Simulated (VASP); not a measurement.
# WC (P-6m2) in VASP: further runs, part 2 of 2

VASP 6.6.1. Earlier steps stand in the parts before.

### Step 3. Single point, PBEsol (10.49 Å³/atom)

This run uses another cell than the first one, of 10.49 Å³/atom.

INCAR

```
SYSTEM = WC
ALGO = Normal
EDIFF = 1E-7
ENCUT = 520
GGA = PS
ISIF = 2
ISMEAR = -1
LASPH = .True.
LCHARG = .False.
LREAL = .False.
LWAVE = .False.
NBANDS = 16
NELM = 80
PREC = Accurate
SIGMA = 0.15
```

KPOINTS

```
k-points
0
Gamma
  18 18 14
  0 0 0
```

POSCAR

```
WC
1.0
    2.9203268181      0.0000000000      0.0000000000
   -1.4601634090      2.5290772118      0.0000000000
    0.0000000000      0.0000000000      2.8418601860
W C
1 1
Direct
    0.0000000000      0.0000000000      0.0000000000
    0.6666666667      0.3333333333      0.5000000000
```

Potentials or basis: VASP PAW PBE potentials, release 64 (W_sv, C).

Started as:

```
> cat potpaw_PBE.64/W_sv/POTCAR potpaw_PBE.64/C/POTCAR > POTCAR
> mpirun -np 1 vasp_std > vasp.out
```

OUTCAR:

```text
SYSTEM = WC
   EDIFF = 1E-7
   ENCUT = 520
   GGA = PS
   ISIF = 2
   ISMEAR = -1
   LASPH = .True.
   LREAL = .False.
   NELM = 80
   PREC = Accurate

 ion  position               nearest neighbor table
   1  0.000  0.000  0.000-   2 2.20   2 2.20   2 2.20   2 2.20   2 2.20   2 2.20
   2  0.667  0.333  0.500-   1 2.20   1 2.20   1 2.20   1 2.20   1 2.20   1 2.20

  LATTYP: Found a hexagonal cell.
 ALAT       =     2.9203268181
 C/A-ratio  =     0.9731308730

  Lattice vectors:

 A1 = (   2.9203268181,   0.0000000000,   0.0000000000)
 A2 = (  -1.4601634090,   2.5290772118,   0.0000000000)
 A3 = (   0.0000000000,   0.0000000000,   2.8418601860)

Analysis of symmetry for initial positions (statically):
=====================================================================
 Subroutine PRICEL returns:
 Original cell was already a primitive cell.

 Routine SETGRP: Setting up the symmetry group for a
 hexagonal supercell.

 Subroutine GETGRP returns: Found 12 space group operations
 (whereof 12 operations were pure point group operations)
 out of a pool of 24 trial point group operations.

The static configuration has the point symmetry D_3h.

Analysis of symmetry for dynamics (positions and initial velocities):
=====================================================================
 Subroutine PRICEL returns:
 Original cell was already a primitive cell.

 Routine SETGRP: Setting up the symmetry group for a
 hexagonal supercell.

 Subroutine GETGRP returns: Found 12 space group operations
 (whereof 12 operations were pure point group operations)
 out of a pool of 24 trial point group operations.

The dynamic configuration has the point symmetry D_3h.

 Subroutine INISYM returns: Found 12 space group operations
 (whereof 12 operations are pure point group operations),
 and found     1 'primitive' translations

----------------------------------------------------------------------------------------

[... 110 lines left out ...]
   IMIX   =      4    mixing-type and parameters
     AMIX     =   0.40;   BMIX     =  1.00
     AMIX_MAG =   1.60;   BMIX_MAG =  1.00
  volume/ion in A,a.u.               =      10.49        70.82
  Fermi-wavevector in a.u.,A,eV,Ry     =   1.555370  2.939222 32.914865  2.419174
  Thomas-Fermi vector in A             =   2.659321
   LORBIT       =      0    0 simple, 1 ext, 2 COOP (PROOUT), +10 PAW based schemes
   GGA     = PS    functional components
   LHFCALC =     F    Hartree Fock is set to
   AEXX    =    0.0000 exact exchange contribution
   IVDW    =     0    specifies the selected vdW correction
   LEPSILON=     F    determine dielectric tensor
   LRPA    =     F    only Hartree local field effects (RPA)
 non-spin polarized calculation
  energy-cutoff  :      520.00
  volume of cell :       20.99
 maximum number of plane-waves:       587
 NGX is ok and might be reduce to    24
   NGX = 11   NGY = 11   NGZ = 11

 number of electron      18.0000001 magnetization

 Free energy of the ion-electron system (eV)
  ---------------------------------------------------
  ext. energy  EPLUGINS =         0.00000000
  ---------------------------------------------------
  free energy    TOTEN  =       -23.90435221 eV

  energy without entropy =      -23.88037046  energy(sigma->0) =      -23.89236134

 E-fermi :  10.8105     XC(G=0): -13.8643

 val. band max:       10.8034010418   @ k =   0.3333   0.2222   0.0000
 cond. band min:      10.8543804565   @ k =   0.4444   0.0556   0.5000
 fundamental gap:      0.0509794147
 Fermi energy:        10.8104697170

 k-point     1 :       0.0000    0.0000    0.0000
  band No.  band energies     occupation
      1     -63.1831      2.00000
      2     -27.1659      2.00000
      3     -27.0733      2.00000
      4     -27.0733      2.00000
      5      -3.5722      2.00000
      6       6.5100      2.00000
[... 433 lines left out ...]
      3     -27.3091      2.00000
      4     -27.0597      2.00000
      5      -0.2135      2.00000
      6       3.9417      2.00000
[... 8 lines left out ...]
     15      24.3782      0.00000
     16      28.1012      0.00000

 [... further k-points ...]

------------------------ aborting loop because EDIFF is reached ----------------------------------------

  FORCE on cell =-STRESS in cart. coord.  units (eV):
  Direction    XX          YY          ZZ          XY          YZ          ZX
  --------------------------------------------------------------------------------------
  -------------------------------------------------------------------------------------
  Total       -0.8686998     -0.8686998     -0.8268607     -0.0000000      0.0000000     -0.0000000
  in kB      -66.3107665    -66.3107665    -63.1170518     -0.0000000      0.0000000     -0.0000000
  external PRESSURE =     -65.2461949 kB  Pullay stress =       0.0000000 kB

 VOLUME and BASIS-vectors are now :
 -----------------------------------------------------------------------------
  energy-cutoff  :      520.00
  volume of cell :       20.99
      direct lattice vectors                 reciprocal lattice vectors
     2.920326818  0.000000000  0.000000000     0.342427428  0.197700567  0.000000000
    -1.460163409  2.529077212  0.000000000     0.000000000  0.395401135  0.000000000
     0.000000000  0.000000000  2.841860186     0.000000000  0.000000000  0.351882195

 POSITION                                       TOTAL-FORCE (eV/Angst)
 -----------------------------------------------------------------------------------
      0.00000      0.00000      0.00000         0.000000      0.000000      0.000000
      1.46016      0.84303      1.42093        -0.000000      0.000000      0.000000
 -----------------------------------------------------------------------------------
    total drift:                                0.000000     -0.000000      0.000000

  FREE ENERGIE OF THE ION-ELECTRON SYSTEM (eV)
  ---------------------------------------------------
  free  energy   TOTEN  =       -23.9043522136 eV

  energy  without entropy=      -23.8803704607  energy(sigma->0) =      -23.89236134
```

OSZICAR:

```text
N       E                     dE             d eps       ncg     rms          rms(c)
DAV:   1     0.110218215252E+03    0.11022E+03   -0.93756E+03  9488   0.125E+03
DAV:   2    -0.235017625665E+02   -0.13372E+03   -0.12905E+03 11272   0.338E+02
DAV:   3    -0.267955474434E+02   -0.32938E+01   -0.32822E+01 10552   0.504E+01
DAV:   4    -0.268128852142E+02   -0.17338E-01   -0.17337E-01 12328   0.411E+00
DAV:   5    -0.268130142324E+02   -0.12902E-03   -0.12902E-03 10592   0.335E-01    0.323E+01
DAV:   6    -0.240114168575E+02    0.28016E+01   -0.53808E+00 11648   0.249E+01    0.877E+00
DAV:   7    -0.239386760850E+02    0.72741E-01   -0.38427E-01  9992   0.480E+00    0.615E+00
DAV:   8    -0.239053463249E+02    0.33330E-01   -0.68853E-02 10816   0.214E+00    0.882E-01
DAV:   9    -0.239045234525E+02    0.82287E-03   -0.25564E-03 10304   0.408E-01    0.121E-01
DAV:  10    -0.239043523635E+02    0.17109E-03   -0.27766E-04 11968   0.199E-01    0.443E-02
DAV:  11    -0.239043529346E+02   -0.57111E-06   -0.11916E-05 10368   0.331E-02    0.831E-03
DAV:  12    -0.239043522534E+02    0.68120E-06   -0.21364E-06 10624   0.117E-02    0.910E-04
DAV:  13    -0.239043522136E+02    0.39799E-07   -0.99247E-08  8160   0.263E-03
   1 F= -.23904352E+02 E0= -.23892361E+02  d E =-.239818E-01
```

It took 1.9 min on 1 thread of Intel Xeon 8259CL, shared host; peak memory 0.22 GiB.

What came out:

* Free energy: -23.9044 eV
* Pressure: -6.5 GPa
* Band gap on the k mesh: zero (bands 9 and 10 overlap by 1.20 eV)

Levels at points of the mesh, in eV from the Fermi level:
```tsv
k point	band 5	band 6	band 7	band 8	band 9	band 10	band 11	band 12	band 13	band 14
(0.00, 0.00, 0.00)	-14.38	-4.30	-3.34	-3.34	0.10	3.14	3.14	5.56	5.56	6.26
(0.50, 0.00, 0.00)	-11.05	-7.03	-3.57	-3.57	-0.49	2.27	4.41	4.76	6.78	9.57
(0.00, 0.00, 0.50)	-10.36	-8.64	-2.04	-2.04	-0.62	-0.62	3.66	4.44	4.44	9.85
(0.50, 0.00, 0.50)	-11.21	-6.43	-4.32	-4.19	0.24	4.31	5.21	6.52	9.06	9.92
```

Caveat: the cell stands under tension; the PAW data sets were made with another functional, which shifts forces and pressure a little; spin-orbit coupling is left out, which moves the levels of the heavy elements.
